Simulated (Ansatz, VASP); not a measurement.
# Two plane-wave programs on RbCl

```
Rb Cl
1.0
     0.00000    3.31529    3.31529
     3.31529    0.00000    3.31529
     3.31529    3.31529    0.00000
Rb Cl
1 1
Direct
  0.00000 0.00000 0.00000
  0.50000 0.50000 0.50000
```

Alike in both runs: task single point; functional PBE; k mesh 6 × 6 × 6; occupations gaussian, width 0.02 eV; no spin polarisation.

```csv
,VASP,Ansatz
version,VASP 6.6.1,Ansatz 0.2.0
potentials or method,"VASP PAW PBE potentials, release 64 (Rb_sv, Cl), cutoff 500 eV","scalar-relativistic, plane waves, PAW"
valence electrons in the cell,16,16
```

```tsv
	VASP	Ansatz	Ansatz less VASP
gap on the k mesh at the Fermi level (eV)	4.93	4.93	+0.003
least direct gap on the mesh (eV)	4.93	4.93	+0.003
pressure (GPa)	0.5	0.5	+0.01
```

The functional is the same, so the differences come from potentials, cutoffs and numerics.
